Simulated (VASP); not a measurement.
# Al6N (Cm) in VASP: single point with PBE

Aim: the single point of Al6N with PBE.

All numbers are computed with VASP 6.6.1; they aren't measurements. Logs are shortened: lines on timing, memory, paths and dates and some standing lists are left out, and cuts for length are marked.

## Step 1: The cell of the first run

Symmetry: Cm, No. 8, monoclinic system. Conventional cell: a = 5.239 Å, b = 8.772 Å, c = 4.980 Å, α = 90.00°, β = 108.52°, γ = 90.00°. Within 2.5 Å of Al (site symmetry m) lie 1 N at 1.89 Å. Within 2.5 Å of Al (site symmetry 1) lie 1 N at 1.88 Å. Al (site symmetry 1) has 12 Al at 2.80 to 3.08 Å and 4 N at 3.40 to 3.51 Å within 3.7 Å. Al (site symmetry m) has 1 N at 1.88 Å within 2.5 Å. Within 2.5 Å of N (site symmetry m) lie 4 Al at 1.88 to 1.89 Å.

The cell was built from a structure type or drawn by symmetry, and may not be a known phase.

## Step 2: Single point, PBE, collinear spin, ferromagnetic start

Input file INCAR:

```
SYSTEM = Al6N
ALGO = Normal ; EDIFF = 1E-6
ENCUT = 520 ; GGA = PE
ISIF = 2 ; ISMEAR = 0
ISPIN = 2 ; LASPH = .True.
LCHARG = .False. ; LORBIT = 11
LREAL = .False. ; LWAVE = .False.
MAGMOM = 0 0 0 0 0 0 1 ; NBANDS = 24
NELM = 150 ; PREC = Accurate
SIGMA = 0.1
```

Input file KPOINTS:

```
k-points
0
Gamma
  4 4 4
  0 0 0
```

Input file POSCAR:

```
Al6N
1.0
    2.6196343999     -4.3860293337      0.0000000000
    2.6196343999      4.3860293337      0.0000000000
   -1.5818611999      0.0000000000      4.7221256390
Al N
6 1
Direct
    0.7297890238      0.7297890238      0.3410040851
    0.3923172676      0.0443122168      0.3484588742
    0.0443122168      0.3923172676      0.3484588742
    0.5606193872      0.8966600639      0.8392291326
    0.8966600639      0.5606193872      0.8392291326
    0.2050227301      0.2050227301      0.8155544465
    0.3489847406      0.3489847406      0.2125457448
```

Potentials or basis: VASP PAW PBE potentials, release 64 (Al, N).

The run is started by

```bash
$ cat potpaw_PBE.64/Al/POTCAR potpaw_PBE.64/N/POTCAR > POTCAR
$ mpirun -np 1 vasp_std > vasp.out
```

OUTCAR:

```text
SYSTEM = Al6N
   EDIFF = 1E-6
   ENCUT = 520
   GGA = PE
   ISIF = 2
   ISMEAR = 0
   ISPIN = 2
   LASPH = .True.
   LORBIT = 11
   LREAL = .False.
   NELM = 150
   PREC = Accurate

 ion  position               nearest neighbor table
   1  0.730  0.730  0.341-   7 1.89   6 2.84   2 2.86   3 2.86   4 2.89   5 2.89   4 2.90   5 2.90
                             2 2.97   3 2.97   2 3.09   3 3.09   6 3.14
   2  0.392  0.044  0.348-   7 1.88   4 2.80   6 2.80   1 2.86   4 2.91   3 2.94   3 2.94   1 2.97
                             5 2.98   5 3.00   6 3.04   3 3.05   1 3.09
   3  0.044  0.392  0.348-   7 1.88   5 2.80   6 2.80   1 2.86   5 2.91   2 2.94   2 2.94   1 2.97
                             4 2.98   4 3.00   6 3.04   2 3.05   1 3.09
   4  0.561  0.897  0.839-   2 2.80   1 2.89   1 2.90   2 2.91   6 2.92   6 2.93   5 2.95   3 2.98
                             5 2.99   5 2.99   3 3.00   6 3.08
   5  0.897  0.561  0.839-   3 2.80   1 2.89   1 2.90   3 2.91   6 2.92   6 2.93   4 2.95   2 2.98
                             4 2.99   4 2.99   2 3.00   6 3.08
   6  0.205  0.205  0.816-   7 1.88   3 2.80   2 2.80   1 2.84   5 2.92   4 2.92   5 2.93   4 2.93
                             2 3.04   3 3.04   5 3.08   4 3.08   1 3.14
   7  0.349  0.349  0.213-   6 1.88   3 1.88   2 1.88   1 1.89

  LATTYP: Found a base centered monoclinic cell.
 ALAT       =     5.2392687998
 B/A-ratio  =     1.6742906315
 C/A-ratio  =     0.9505211268
 COS(beta)  =    -0.3176405352

  Lattice vectors:

 A1 = (   2.6196343999,  -4.3860293337,   0.0000000000)
 A2 = (   2.6196343999,   4.3860293337,   0.0000000000)
 A3 = (  -1.5818611999,   0.0000000000,   4.7221256390)

Analysis of symmetry for initial positions (statically):
=====================================================================
 Subroutine PRICEL returns:
 Original cell was already a primitive cell.

 Routine SETGRP: Setting up the symmetry group for a
 base centered monoclinic supercell.

 Subroutine GETGRP returns: Found  2 space group operations
 (whereof  2 operations were pure point group operations)
 out of a pool of  4 trial point group operations.

The static configuration has the point symmetry C_1h.

Analysis of symmetry for dynamics (positions and initial velocities):
=====================================================================
 Subroutine PRICEL returns:
 Original cell was already a primitive cell.

 Routine SETGRP: Setting up the symmetry group for a
 base centered monoclinic supercell.

 Subroutine GETGRP returns: Found  2 space group operations
 (whereof  2 operations were pure point group operations)
 out of a pool of  4 trial point group operations.

The dynamic configuration has the point symmetry C_1h.

Analysis of structural, dynamic, and magnetic symmetry:
=====================================================================
 Subroutine PRICEL returns:
 Original cell was already a primitive cell.

 Routine SETGRP: Setting up the symmetry group for a
 base centered monoclinic supercell.

 Subroutine GETGRP returns: Found  2 space group operations
 (whereof  2 operations were pure point group operations)
 out of a pool of  4 trial point group operations.

The overall configuration has the point symmetry C_1h.

 Subroutine INISYM returns: Found  2 space group operations
 (whereof  2 operations are pure point group operations),
 and found     1 'primitive' translations

----------------------------------------------------------------------------------------

                                     Primitive cell

  volume of cell :     108.5125

  direct lattice vectors                    reciprocal lattice vectors
     2.619634400 -4.386029334  0.000000000     0.190866329 -0.113998326  0.063938163
     2.619634400  4.386029334  0.000000000     0.190866329  0.113998326  0.063938163
    -1.581861200  0.000000000  4.722125639     0.000000000  0.000000000  0.211769037

  length of vectors
     5.108790239  5.108790239  4.980035683     0.231330202  0.231330202  0.211769037

  position of ions in fractional coordinates (direct lattice)
     0.729789024  0.729789024  0.341004085
[... 70 lines left out ...]
   number of dos      NEDOS =    301   number of ions     NIONS =      7
   total plane-waves  NPLWV =  64000
   dimension x,y,z NGX =    40 NGY =   40 NGZ =   40
   dimension x,y,z NGXF=    80 NGYF=   80 NGZF=   80
   ions per type =               6   1
   NGX,Y,Z   is equivalent  to a cutoff of  13.02, 13.02, 13.35 a.u.
   NGXF,Y,Z  is equivalent  to a cutoff of  26.03, 26.03, 26.71 a.u.
 SYSTEM =  Al6N
   PREC   = accura    normal or accurate (medium, high low for compatibility)
   ISTART =      0    job   : 0-new  1-cont  2-samecut
   ICHARG =      2    charge: 1-file 2-atom 10-const
   ISPIN  =      2    spin polarized calculation?
   LNONCOLLINEAR =      F non collinear calculations
   LSORBIT =      F    spin-orbit coupling
   LASPH  =      T    aspherical Exc in radial PAW
   ENCUT  =  520.0 eV  38.22 Ry    6.18 a.u.   9.50  9.50  9.26*2*pi/ulx,y,z
   NELM   =    150;   NELMIN=  2; NELMDL= -5     # of ELM steps
   EDIFF  = 0.1E-05   stopping-criterion for ELM
   LREAL  =      F    real-space projection
   EDIFFG = 0.1E-04   stopping-criterion for IOM
   NSW    =      0    number of steps for IOM
   IBRION =     -1    ionic relax: 0-MD 1-quasi-New 2-CG
   NFREE  =      0    steps in history (QN), initial steepest desc. (CG)
   ISIF   =      2    stress and relaxation
   ISYM   =      2    0-nonsym 1-usesym 2-fastsym
   POTIM  = 0.5000    time-step for ionic-motion
   TEBEG  =    0.0;   TEEND  =   0.0 temperature during run
   PSTRESS=    0.0 pullay stress
   NELECT =      23.0000    total number of electrons
   NUPDOWN=      -1.0000    fix difference up-down
   EMIN   =  10.00;   EMAX   =-10.00  energy-range for DOS
   EFERMI =   0.00;   METHOD = LEGACY
   ISMEAR =     0;   SIGMA  =   0.10  broadening in eV -4-tet -1-fermi 0-gaus
   EFERMI_NEDOS =   21; number of points for ismear=-14 and -15
   IALGO  =     38    algorithm
   IMIX   =      4    mixing-type and parameters
     AMIX     =   0.40;   BMIX     =  1.00
     AMIX_MAG =   1.60;   BMIX_MAG =  1.00
  volume/ion in A,a.u.               =      15.50       104.61
  Fermi-wavevector in a.u.,A,eV,Ry     =   0.976092  1.844547 12.963033  0.952756
  Thomas-Fermi vector in A             =   2.106684
   LORBIT       =     11    0 simple, 1 ext, 2 COOP (PROOUT), +10 PAW based schemes
   GGA     = PE    functional components
   LHFCALC =     F    Hartree Fock is set to
   AEXX    =    0.0000 exact exchange contribution
   IVDW    =     0    specifies the selected vdW correction
   LEPSILON=     F    determine dielectric tensor
   LRPA    =     F    only Hartree local field effects (RPA)
 spin polarized calculation
 Gauss-broadening in eV      SIGMA  =   0.10
  energy-cutoff  :      520.00
  volume of cell :      108.51
 maximum number of plane-waves:      2952
 NGX is ok and might be reduce to    40
   NGX = 19   NGY = 19   NGZ = 19

 number of electron      23.0000001 magnetization       0.0000975

 number of electron      23.0000001 magnetization      -0.0001235

 Free energy of the ion-electron system (eV)
  ---------------------------------------------------
  ext. energy  EPLUGINS =         0.00000000
  ---------------------------------------------------
  free energy    TOTEN  =       -31.60132209 eV

  energy without entropy =      -31.58447255  energy(sigma->0) =      -31.59289732

 E-fermi :   7.6375     XC(G=0): -10.1779

 val. band max:        7.6260323691   @ k =   0.0000   0.0000   0.0000
 cond. band min:       7.6700723802   @ k =   0.5000   0.0000   0.5000
 fundamental gap:      0.0440400111
 Fermi energy:         7.6374991200

 spin component 1

 k-point     1 :       0.0000    0.0000    0.0000
  band No.  band energies     occupation
      1      -8.3184      1.00000
      2      -1.7289      1.00000
      3       1.3130      1.00000
      4       1.6234      1.00000
      5       1.7012      1.00000
      6       3.6893      1.00000
[... 613 lines left out ...]
     22      13.5073      0.00000
     23      13.9490      0.00000
 Fermi energy:         7.6374991200

 spin component 2

 k-point     1 :       0.0000    0.0000    0.0000
  band No.  band energies     occupation
      1      -8.3185      1.00000
      2      -1.7289      1.00000
      3       1.3129      1.00000
      4       1.6233      1.00000
      5       1.7011      1.00000
      6       3.6893      1.00000
[... 613 lines left out ...]
     22      13.5073      0.00000
     23      13.9490      0.00000
 [bands above 23 left out]

------------------------ aborting loop because EDIFF is reached ----------------------------------------

  FORCE on cell =-STRESS in cart. coord.  units (eV):
  Direction    XX          YY          ZZ          XY          YZ          ZX
  --------------------------------------------------------------------------------------
  -------------------------------------------------------------------------------------
  Total       -0.5342765      0.9697322     -0.3499709      0.0000000      0.0000000     -0.1968529
  in kB       -7.8885450     14.3180089     -5.1672895      0.0000000      0.0000000     -2.9065152
  external PRESSURE =       0.4207248 kB  Pullay stress =       0.0000000 kB

 VOLUME and BASIS-vectors are now :
 -----------------------------------------------------------------------------
  energy-cutoff  :      520.00
  volume of cell :      108.51
      direct lattice vectors                 reciprocal lattice vectors
     2.619634400 -4.386029334  0.000000000     0.190866329 -0.113998326  0.063938163
     2.619634400  4.386029334  0.000000000     0.190866329  0.113998326  0.063938163
    -1.581861200  0.000000000  4.722125639     0.000000000  0.000000000  0.211769037

 POSITION                                       TOTAL-FORCE (eV/Angst)
 -----------------------------------------------------------------------------------
      3.28414      0.00000      1.61026         0.066083      0.000000      0.082662
      0.59260     -1.52636      1.64547        -0.033517      0.019302      0.029198
      0.59260      1.52636      1.64547        -0.033517     -0.019302      0.029198
      2.49000      1.47388      3.96295         0.012851      0.033254     -0.045439
      2.49000     -1.47388      3.96295         0.012851     -0.033254     -0.045439
     -0.21592      0.00000      3.85115        -0.005492      0.000000      0.003322
      1.49221      0.00000      1.00367        -0.019260      0.000000     -0.053503
 -----------------------------------------------------------------------------------
    total drift:                                0.000053      0.000000      0.000401

  FREE ENERGIE OF THE ION-ELECTRON SYSTEM (eV)
  ---------------------------------------------------
  free  energy   TOTEN  =       -31.6013220946 eV

  energy  without entropy=      -31.5844725491  energy(sigma->0) =      -31.59289732

 total charge

# of ion       s       p       d       tot
------------------------------------------
    1        0.404   0.354   0.000   0.758
    2        0.406   0.353   0.000   0.759
    3        0.406   0.353   0.000   0.759
    4        0.432   0.335   0.000   0.767
    5        0.432   0.335   0.000   0.767
    6        0.414   0.359   0.000   0.773
    7        1.260   2.584   0.000   3.843
--------------------------------------------------
tot          3.755   4.672   0.000   8.427

 magnetization (x)

# of ion       s       p       d       tot
------------------------------------------
    1       -0.000  -0.000   0.000  -0.000
    2       -0.000  -0.000   0.000  -0.000
    3       -0.000  -0.000   0.000  -0.000
    4        0.000   0.000   0.000   0.000
    5        0.000   0.000   0.000   0.000
    6       -0.000  -0.000   0.000  -0.000
    7        0.000   0.000   0.000   0.000
--------------------------------------------------
tot         -0.000   0.000   0.000   0.000
```

Run time: 3.4 min. Hardware: 1 thread of Intel Xeon 8259CL, shared host; peak memory 0.33 GiB.

Results:

```
Free energy                                           : -31.6013 eV
Pressure                                              : 0.0 GPa
Largest force                                         : 0.106 eV/Å
Net moment                                            : 0.00 μB per cell
Valence electrons inside the program's atomic spheres : Al 0.76, 0.77 (each value once); N 3.84
```

Forces on the atoms (eV/Å):
```
Al   0.066  0.000  0.083
Al  -0.034  0.019  0.029
Al  -0.034 -0.019  0.029
Al   0.013  0.033 -0.045
Al   0.013 -0.033 -0.045
Al  -0.005  0.000  0.003
N   -0.019  0.000 -0.054
```

Caveat: the k points lie up to 0.36 Å⁻¹ apart.
